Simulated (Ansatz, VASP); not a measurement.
# Two plane-wave programs on ZnH6S

```xyz
8
Lattice="12.3000 0.0000 0.0000 0.0000 12.1000 0.0000 0.0000 0.0000 12.3000" Properties=species:S:1:pos:R:3 pbc="T T T"
Zn    7.0139    6.5017    6.4408
S     5.1231    5.4100    5.6592
H     7.0139    6.5017    7.9908
H     8.2776    5.7720    5.9184
H     7.0139    7.9610    5.9184
H     5.1231    4.1390    6.1142
H     4.0224    6.0455    6.1142
H     5.1231    5.4100    4.3092
```

Alike in both runs: task relaxation of the atoms; functional PBEsol; k mesh 1 × 1 × 1; occupations gaussian, width 0.05 eV; no spin polarisation.

|  | VASP | Ansatz |
| --- | --- | --- |
| version | VASP 6.6.1 | Ansatz 0.2.0 |
| potentials or method | VASP PAW PBE potentials, release 64 (Zn, S, H), cutoff 520 eV | scalar-relativistic, plane waves, PAW |
| valence electrons in the cell | 24 | 24 |

|  | VASP | Ansatz | Ansatz less VASP |
| --- | --- | --- | --- |
| gap on the k mesh at the Fermi level, each at its own relaxed structure (eV) | 3.18 | 4.80 | +1.624 |

VASP's potentials were made for PBE, not for PBEsol. One of these differences is far larger than is usual between the two programs; its cause wasn't traced. Ansatz's warnings: xc potential rough in thin density.
